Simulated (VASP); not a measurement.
# MnO (P1) in VASP: single point with b88 exchange, lda correlation

Aim: the single point of MnO with b88 exchange, lda correlation.

All numbers are computed with VASP 6.6.1; they aren't measurements. Logs are shortened: lines on timing, memory, paths and dates and some standing lists are left out, and cuts for length are marked.

## 1. The cell of the first run

The typed cell holds 2 atoms: a = 3.117 Å, b = 3.181 Å, c = 3.139 Å, α = 60.71°, β = 59.70°, γ = 59.48°.

## 2. Single point, b88 exchange, lda correlation, collinear spin, ferromagnetic start

Input file INCAR:

```
SYSTEM = MnO
PREC = Accurate
ENCUT = 600
EDIFF = 1E-6
ISMEAR = -1
SIGMA = 0.01
LREAL = .False.
LASPH = .True.
NELM = 200
ALGO = Normal
ISIF = 2
LWAVE = .False.
LCHARG = .False.
ISPIN = 2
MAGMOM = 2.8 0
LORBIT = 11
LMAXMIX = 4
GGA = LIBXC
LIBXC1 = GGA_X_B88
LIBXC2 = LDA_C_PW
NBANDS = 20
GGA_COMPAT = .False.
```

Input file KPOINTS:

```
Automatic mesh
0
Gamma
  5 5 5
  0 0 0
```

Input file POSCAR:

```
MnO
1.0
    0.0290900000      2.1926600000      2.2145800000
    2.2320800000     -0.0219700000      2.2656400000
    2.2139500000      2.2255900000     -0.0038400000
Mn O
1 1
Direct
    0.9639500014      0.9934400000      0.0283399983
    0.4746799985      0.5215499995      0.4945500015
```

Potentials or basis: VASP PAW PBE potentials, release 64 (Mn_pv, O).

Launch:

```console
$ cat potpaw_PBE.64/Mn_pv/POTCAR potpaw_PBE.64/O/POTCAR > POTCAR
$ mpirun -np 1 vasp_std > vasp.out
```

OUTCAR:

```text
SYSTEM = MnO
   PREC = Accurate
   ENCUT = 600
   EDIFF = 1E-6
   ISMEAR = -1
   LREAL = .False.
   LASPH = .True.
   NELM = 200
   ISIF = 2
   ISPIN = 2
   LORBIT = 11
   GGA = LIBXC

 ion  position               nearest neighbor table
   1  0.964  0.993  0.028-   2 2.15   2 2.17   2 2.20   2 2.22   2 2.28   2 2.33
   2  0.475  0.522  0.495-   1 2.15   1 2.17   1 2.20   1 2.22   1 2.28   1 2.33

  Warning from LATTYP: Got some problem with cell dimensions!
  Tried to take original basis but could not verify dimensions!
  LATTYP: Found a triclinic cell.
 ALAT       =     3.1941186767
 B/A-ratio  =     1.4040319489
 C/A-ratio  =     0.9828194553
 COS(alpha) =     0.0024762047
 COS(beta)  =     0.4957283046
 COS(gamma) =     0.7190994983

  Lattice vectors:

 A1 = (   0.0181300000,  -2.2475600000,   2.2694800000)
 A2 = (   0.0472200000,  -0.0549000000,   4.4840600000)
 A3 = (  -2.2139500000,  -2.2255900000,   0.0038400000)

Analysis of symmetry for initial positions (statically):
=====================================================================
 Subroutine PRICEL returns:
 Original cell was already a primitive cell.

 Routine SETGRP: Setting up the symmetry group for a
 triclinic supercell.

 Subroutine GETGRP returns: Found  1 space group operations
 (whereof  1 operations were pure point group operations)
 out of a pool of  2 trial point group operations.

The static configuration has the point symmetry C_1 .

Analysis of symmetry for dynamics (positions and initial velocities):
=====================================================================
 Subroutine PRICEL returns:
 Original cell was already a primitive cell.

 Routine SETGRP: Setting up the symmetry group for a
 triclinic supercell.

 Subroutine GETGRP returns: Found  1 space group operations
 (whereof  1 operations were pure point group operations)
 out of a pool of  2 trial point group operations.

The dynamic configuration has the point symmetry C_1 .

Analysis of structural, dynamic, and magnetic symmetry:
=====================================================================
 Subroutine PRICEL returns:
 Original cell was already a primitive cell.

 Routine SETGRP: Setting up the symmetry group for a
 triclinic supercell.

 Subroutine GETGRP returns: Found  1 space group operations
 (whereof  1 operations were pure point group operations)
 out of a pool of  2 trial point group operations.

The overall configuration has the point symmetry C_1 .

 Subroutine INISYM returns: Found  1 space group operations
 (whereof  1 operations are pure point group operations),
 and found     1 'primitive' translations

----------------------------------------------------------------------------------------

                                     Primitive cell

  volume of cell :      21.9796

  direct lattice vectors                    reciprocal lattice vectors
     0.029090000  2.192660000  2.214580000    -0.229408222  0.228602179  0.228226856
     2.232080000 -0.021970000  2.265640000     0.224624949 -0.223074155  0.217915558
     2.213950000  2.225590000 -0.003840000     0.228231274  0.221897208 -0.222698832

  length of vectors
     3.116563601  3.180532725  3.139241978     0.396200185  0.384324910  0.388487651

  position of ions in fractional coordinates (direct lattice)
     0.963950001  0.993440000  0.028339998
     0.474679999  0.521550000  0.494550002

  ion indices of the primitive-cell ions
   primitive index   ion index
                 1           1
                 2           2

----------------------------------------------------------------------------------------

 KPOINTS: Automatic mesh

Automatic generation of k-mesh.
 Grid dimensions read from file:
 generate k-points for:    5    5    5

 Generating k-lattice:

  Cartesian coordinates                     Fractional coordinates (reciprocal lattice)
    -0.045881644  0.045720436  0.045645371     0.200000000  0.000000000  0.000000000
     0.044924990 -0.044614831  0.043583112    -0.000000000  0.200000000 -0.000000000
     0.045646255  0.044379442 -0.044539766     0.000000000  0.000000000  0.200000000

  Length of vectors
     0.079240037  0.076864982  0.077697530

  Shift w.r.t. Gamma in fractional coordinates (k-lattice)
     0.000000000  0.000000000  0.000000000

 Subroutine IBZKPT returns following result:
 ===========================================

 Found     63 irreducible k-points:

 Following reciprocal coordinates:
            Coordinates               Weight
  0.000000  0.000000  0.000000      1.000000
  0.200000 -0.000000  0.000000      2.000000
  0.400000 -0.000000  0.000000      2.000000
 -0.000000  0.200000  0.000000      2.000000
  0.200000  0.200000  0.000000      2.000000
  0.400000  0.200000  0.000000      2.000000
[... 16 lines left out ...]
 -0.200000  0.200000  0.200000      2.000000
 -0.000000  0.400000  0.200000      2.000000
 [... further k-points ...]
   k-points           NKPTS =     63   k-points in BZ     NKDIM =     63   number of bands    NBANDS=     20
   number of dos      NEDOS =    301   number of ions     NIONS =      2
   total plane-waves  NPLWV =  21952
   dimension x,y,z NGX =    28 NGY =   28 NGZ =   28
   dimension x,y,z NGXF=    56 NGYF=   56 NGZF=   56
   ions per type =               1   1
   NGX,Y,Z   is equivalent  to a cutoff of  14.94, 14.64, 14.83 a.u.
   NGXF,Y,Z  is equivalent  to a cutoff of  29.87, 29.27, 29.66 a.u.
 SYSTEM =  MnO
   PREC   = accura    normal or accurate (medium, high low for compatibility)
   ISTART =      0    job   : 0-new  1-cont  2-samecut
   ICHARG =      2    charge: 1-file 2-atom 10-const
   ISPIN  =      2    spin polarized calculation?
   LNONCOLLINEAR =      F non collinear calculations
   LSORBIT =      F    spin-orbit coupling
   LASPH  =      T    aspherical Exc in radial PAW
   ENCUT  =  600.0 eV  44.10 Ry    6.64 a.u.   6.22  6.35  6.27*2*pi/ulx,y,z
   NELM   =    200;   NELMIN=  2; NELMDL= -5     # of ELM steps
   EDIFF  = 0.1E-05   stopping-criterion for ELM
   LREAL  =      F    real-space projection
   EDIFFG = 0.1E-04   stopping-criterion for IOM
   NSW    =      0    number of steps for IOM
   IBRION =     -1    ionic relax: 0-MD 1-quasi-New 2-CG
   NFREE  =      0    steps in history (QN), initial steepest desc. (CG)
   ISIF   =      2    stress and relaxation
   ISYM   =      2    0-nonsym 1-usesym 2-fastsym
   POTIM  = 0.5000    time-step for ionic-motion
   TEBEG  =    0.0;   TEEND  =   0.0 temperature during run
   PSTRESS=    0.0 pullay stress
   NELECT =      19.0000    total number of electrons
   NUPDOWN=      -1.0000    fix difference up-down
   EMIN   =  10.00;   EMAX   =-10.00  energy-range for DOS
   EFERMI =   0.00;   METHOD = LEGACY
   ISMEAR =    -1;   SIGMA  =   0.01  broadening in eV -4-tet -1-fermi 0-gaus
   EFERMI_NEDOS =   21; number of points for ismear=-14 and -15
   IALGO  =     38    algorithm
   IMIX   =      4    mixing-type and parameters
     AMIX     =   0.40;   BMIX     =  1.00
     AMIX_MAG =   1.60;   BMIX_MAG =  1.00
  volume/ion in A,a.u.               =      10.99        74.16
  Fermi-wavevector in a.u.,A,eV,Ry     =   1.559503  2.947033 33.090025  2.432048
  Thomas-Fermi vector in A             =   2.662851
   LORBIT       =     11    0 simple, 1 ext, 2 COOP (PROOUT), +10 PAW based schemes
   GGA     = LIBXC    functional components
   LHFCALC =     F    Hartree Fock is set to
   AEXX    =    0.0000 exact exchange contribution
   IVDW    =     0    specifies the selected vdW correction
   LEPSILON=     F    determine dielectric tensor
   LRPA    =     F    only Hartree local field effects (RPA)
 spin polarized calculation
  energy-cutoff  :      600.00
  volume of cell :       21.98
 maximum number of plane-waves:       748
 NGX is ok and might be reduce to    28
   NGX = 13   NGY = 13   NGZ = 13

 number of electron      19.0000003 magnetization       4.9037723

 Free energy of the ion-electron system (eV)
  ---------------------------------------------------
  ext. energy  EPLUGINS =         0.00000000
  ---------------------------------------------------
  free energy    TOTEN  =       -14.52826192 eV

  energy without entropy =      -14.52776076  energy(sigma->0) =      -14.52801134

 E-fermi :   7.3785     XC(G=0): -11.5998

 val. band max:        7.3699877136   @ k =  -0.2000   0.2000  -0.0000
 cond. band min:       7.3785930257   @ k =   0.4000   0.4000   0.4000
 fundamental gap:      0.0086053122
 Fermi energy:         7.3785325750

 spin component 1

 k-point     1 :       0.0000    0.0000    0.0000
  band No.  band energies     occupation
      1     -43.0390      1.00000
      2     -43.0299      1.00000
      3     -43.0161      1.00000
      4     -12.7385      1.00000
      5       3.3768      1.00000
      6       3.4496      1.00000
[... 12 lines left out ...]
     19      27.3577      0.00000
     20      27.6255      0.00000

 k-point     2 :       0.2000   -0.0000    0.0000
  band No.  band energies     occupation
      1     -43.0590      1.00000
      2     -43.0350      1.00000
      3     -43.0204      1.00000
      4     -12.4219      1.00000
      5       1.5972      1.00000
      6       2.3458      1.00000
[... 12 lines left out ...]
     19      26.8359      0.00000
     20      31.2956      0.00000
[... 465 lines left out ...]
      3     -43.0305      1.00000
      4     -11.9415      1.00000
      5       0.2810      1.00000
      6       1.6173      1.00000
[... 12 lines left out ...]
     19      30.7874      0.00000
     20      32.5151      0.00000

 k-point    24 :      -0.0000    0.4000    0.2000
  band No.  band energies     occupation
      1     -43.0772      1.00000
      2     -43.0444      1.00000
      3     -43.0349      1.00000
      4     -11.9731      1.00000
      5       0.2339      1.00000
      6       1.6502      1.00000
[... 12 lines left out ...]
     19      31.0493      0.00000
     20      32.1639      0.00000

 [... further k-points ...]

 spin component 2

 k-point     1 :       0.0000    0.0000    0.0000
  band No.  band energies     occupation
      1     -38.4875      1.00000
      2     -38.4680      1.00000
      3     -38.4358      1.00000
      4     -12.2637      1.00000
      5       3.9929      1.00000
      6       4.0531      1.00000
[... 12 lines left out ...]
     19      29.6843      0.00000
     20      29.9783      0.00000

 k-point     2 :       0.2000   -0.0000    0.0000
  band No.  band energies     occupation
      1     -38.5091      1.00000
      2     -38.4765      1.00000
      3     -38.4426      1.00000
      4     -11.9545      1.00000
      5       2.4678      1.00000
      6       3.3950      1.00000
[... 12 lines left out ...]
     19      28.3493      0.00000
     20      32.8462      0.00000
[... 465 lines left out ...]
      3     -38.4549      1.00000
      4     -11.4841      1.00000
      5       1.1470      1.00000
      6       2.6892      1.00000
[... 12 lines left out ...]
     19      32.0879      0.00000
     20      33.4305      0.00000

 k-point    24 :      -0.0000    0.4000    0.2000
  band No.  band energies     occupation
      1     -38.5355      1.00000
      2     -38.4865      1.00000
      3     -38.4592      1.00000
      4     -11.5161      1.00000
      5       1.0930      1.00000
      6       2.6975      1.00000
[... 12 lines left out ...]
     19      32.2592      0.00000
     20      33.1251      0.00000

 [... further k-points ...]

------------------------ aborting loop because EDIFF is reached ----------------------------------------

  FORCE on cell =-STRESS in cart. coord.  units (eV):
  Direction    XX          YY          ZZ          XY          YZ          ZX
  --------------------------------------------------------------------------------------
  -------------------------------------------------------------------------------------
  Total        1.5523574      1.6984867      1.9472929     -0.0419867      0.2550665     -0.1879791
  in kB      113.1572752    123.8091981    141.9456361     -3.0605705     18.5927761    -13.7025179
  external PRESSURE =     126.3040364 kB  Pullay stress =       0.0000000 kB

 VOLUME and BASIS-vectors are now :
 -----------------------------------------------------------------------------
  energy-cutoff  :      600.00
  volume of cell :       21.98
      direct lattice vectors                 reciprocal lattice vectors
     0.029090000  2.192660000  2.214580000    -0.229408222  0.228602179  0.228226856
     2.232080000 -0.021970000  2.265640000     0.224624949 -0.223074155  0.217915558
     2.213950000  2.225590000 -0.003840000     0.228231274  0.221897208 -0.222698832

 POSITION                                       TOTAL-FORCE (eV/Angst)
 -----------------------------------------------------------------------------------
      2.30822      2.15486      4.38541        -0.033325     -0.178923      0.267323
      2.27286      2.13002      2.23096         0.033325      0.178923     -0.267323
 -----------------------------------------------------------------------------------
    total drift:                               -0.000174      0.000015      0.000260

  FREE ENERGIE OF THE ION-ELECTRON SYSTEM (eV)
  ---------------------------------------------------
  free  energy   TOTEN  =       -14.5282619227 eV

  energy  without entropy=      -14.5277607609  energy(sigma->0) =      -14.52801134

 total charge

# of ion       s       p       d       tot
------------------------------------------
    1        0.202   6.176   5.006  11.384
    2        1.552   3.472   0.000   5.024
--------------------------------------------------
tot          1.754   9.648   5.006  16.407

 magnetization (x)

# of ion       s       p       d       tot
------------------------------------------
    1        0.033   0.024   4.368   4.425
    2        0.029   0.206   0.000   0.236
--------------------------------------------------
tot          0.063   0.230   4.368   4.661
```

Run time: 69 s. Hardware: 1 thread of Intel Xeon Platinum 8488C (Sapphire Rapids), shared host; peak memory 0.2 GiB.

Results:

```yaml
Free_energy: -14.5283 eV
Pressure: 12.6 GPa
Largest_force: 0.323 eV/Å
Net_moment: 4.90 μB per cell
Site_moments: Mn +4.42; O +0.24 μB
Valence_electrons_inside_the_program's_atomic_spheres: Mn 11.38; O 5.02
```

Forces on the atoms (eV/Å):
```
Mn  -0.033 -0.179  0.267
O    0.033  0.179 -0.267
```

Levels at points of the mesh, in eV from the Fermi level:
Spin up:
| k point | band 8 | band 9 | band 10 | band 11 | band 12 | band 13 | band 14 | band 15 | band 16 | band 17 |
| --- | --- | --- | --- | --- | --- | --- | --- | --- | --- | --- |
| (0.00, 0.00, 0.00) | -3.21 | -3.03 | -2.96 | -2.60 | -2.44 | -0.04 | 14.91 | 16.47 | 16.71 | 17.23 |
Spin down:
| k point | band 5 | band 6 | band 7 | band 8 | band 9 | band 10 |
| --- | --- | --- | --- | --- | --- | --- |
| (0.00, 0.00, 0.00) | -3.39 | -3.33 | -3.21 | 0.63 | 0.73 | 0.79 |

Caveat: the k points lie up to 0.50 Å⁻¹ apart; the PAW data sets were made with another functional, which shifts forces and pressure a little; a cell with one magnetic atom can't hold antiferromagnetic order, which such compounds often take; semilocal functionals often make such compounds metallic where correlation or magnetic order opens a gap, which also shifts bond lengths.
